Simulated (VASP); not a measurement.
Input of a VASP 6.6.1 run:

The input INCAR:

```
PREC = Accurate
ENCUT = 520
EDIFF = 1E-8
ISMEAR = -1
SIGMA = 0.15
LREAL = F
LASPH = T
NELM = 100
ALGO = Normal
ISIF = 2
LWAVE = F
LCHARG = F
GGA = PE
IBRION = 8
NSW = 1
```

Contents of KPOINTS:

```
Automatic mesh
0
Gamma
  18 18 8
```

The input POSCAR:

```
Hf
1.0
    3.2031670009      0.0000000000      0.0000000000
   -1.6015835004      2.7740239953      0.0000000000
    0.0000000000      0.0000000000      5.0813409743
Hf
2
Direct
    0.3333333333      0.6666666667      0.2500000000
    0.6666666667      0.3333333333      0.7500000000
```

Potentials or basis: VASP PAW PBE potentials, release 64 (Hf_pv).

Command:

```sh
$ cat potpaw_PBE.64/Hf_pv/POTCAR > POTCAR
$ mpirun -np 1 vasp_std > vasp.out
```

(1) Predict the highest phonon frequency at Γ.

## Answers

(1) 103 cm⁻¹.
